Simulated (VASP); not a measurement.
Here is a VASP 6.6.1 calculation.

INCAR

```
ALGO     = Normal         # electronic algorithm
EDIFF    = 1E-6           # SCF threshold, eV
EDIFFG   = -0.04          # ionic threshold
ENCUT    = 600            # plane-wave cutoff, eV
GGA      = PE             # functional
IBRION   = 2              # ionic algorithm
ISIF     = 3              # what is computed and relaxed
ISMEAR   = 0              # smearing method
LASPH    = T              # aspherical terms in the spheres
LCHARG   = F              # write CHGCAR
LREAL    = F              # projectors in reciprocal space
LWAVE    = F              # write WAVECAR
NELM     = 100            # most SCF steps
NSW      = 90             # ionic steps
PREC     = Accurate       # precision mode
SIGMA    = 0.1            # smearing width, eV
```

The input KPOINTS:

```
k-points
0
Gamma
  4 4 4
```

The input POSCAR:

```
BaWF3
1.0
    4.1791533400      0.0000000000      0.0000000000
    0.0000000000      4.1791533400      0.0000000000
    0.0000000000      0.0000000000      4.1791533400
Ba W F
1 1 3
Direct
    0.5000000000      0.5000000000      0.5000000000
    0.0000000000      0.0000000000      0.0000000000
    0.5000000000      0.0000000000      0.0000000000
    0.0000000000      0.5000000000      0.0000000000
    0.0000000000      0.0000000000      0.5000000000
```

Potentials or basis: VASP PAW PBE potentials, release 64 (Ba_sv, W_sv, F).

Command:

```sh
$ cat potpaw_PBE.64/Ba_sv/POTCAR potpaw_PBE.64/W_sv/POTCAR potpaw_PBE.64/F/POTCAR > POTCAR
$ mpirun -np 1 vasp_std > vasp.out
```

Predict the relaxed cell.

a = 4.404 Å, b = 4.404 Å, c = 4.404 Å, α = 90.00°, β = 90.00°, γ = 90.00°.

Predict the relaxed volume.

17.08 Å³/atom.

Final structure:
```
CELL_PARAMETERS angstrom
4.40358 0.00000 0.00000
0.00000 4.40358 0.00000
0.00000 0.00000 4.40358
ATOMIC_POSITIONS crystal
Ba 0.50000 0.50000 0.50000
W 0.00000 0.00000 0.00000
F 0.50000 0.00000 0.00000
F 0.00000 0.50000 0.00000
F 0.00000 0.00000 0.50000
```

Caveat: the k points lie up to 0.36 Å⁻¹ apart in the final cell, too coarse for converged energies and pressures of a metal; the volume moved by over 15 % at a fixed basis, so the end points are rough; an odd number of electrons without spin polarisation forces a metal; a magnetic or distorted state may lie lower.
